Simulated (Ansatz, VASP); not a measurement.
**CdSe: VASP beside Ansatz**

File INCAR:

```
  PREC = Accurate
  ENCUT = 500
  EDIFF = 1E-6
  ISMEAR = -1
  SIGMA = 0.05
  LREAL = F
  LASPH = T
  NELM = 120
  ALGO = Normal
  ISIF = 2
  LWAVE = F
  LCHARG = T
  GGA = PE
  LELF = T
  LVHAR = T
  NBANDS = 16
  GGA_COMPAT = F
```

File KPOINTS:

```
regular mesh
0
Gamma
  8 8 8
```

The input POSCAR:

```
CdSe
1.0
    3.5804160507      0.0000000000      0.0000000000
    0.0000000000      3.5804160507      0.0000000000
    0.0000000000      0.0000000000      3.5804160507
Cd Se
1 1
Direct
    0.5000000000      0.5000000000      0.5000000000
    0.0000000000      0.0000000000      0.0000000000
```

The input input.yaml:

```yaml
crystal:
  lattice:
    - [3.5804160507, 0.0, 0.0]
    - [0.0, 3.5804160507, 0.0]
    - [0.0, 0.0, 3.5804160507]
  atoms:
    - { symbol: Cd, position: [0.5, 0.5, 0.5] }
    - { symbol: Se, position: [0.0, 0.0, 0.0] }
hamiltonian:
  xc: pbe
  pseudopotentials: { kind: paw, azcp: { folder: soft_1 } }
kpoints:
  mp_grid: { grid: [8, 8, 8] }
scf:
  occupations: { method: fermi_dirac, width: 0.05 }
output:
  forces: true
  stress: true
  eigenvalues: true
  write_density: true
  write_potential: true
  elf: true
  volumetric_format: npy
```

Alike in both runs: task single point; functional PBE; k mesh 8 × 8 × 8; occupations fermi-dirac, width 0.05 eV; no spin polarisation.

```csv
,VASP,Ansatz
version,VASP 6.6.1,Ansatz 0.2.0
potentials or method,"VASP PAW PBE potentials, release 64 (Cd, Se)",Ansatz PAW soft_1
plane-wave cutoff (eV),500,420
valence electrons in the cell,18,36
```

Ansatz gave:

* gap on the k mesh at the Fermi level (eV): none
* pressure (GPa): -1.1

Question: What did VASP give for the same quantities?

Answer: gap on the k mesh at the Fermi level (eV): none; pressure (GPa): -0.8.

A gap of «none» marks a metal or a gap that the smearing closes. VASP's potentials hold 18 valence electrons a cell and Ansatz's 36, so a difference there can come from the potentials and not from the codes.
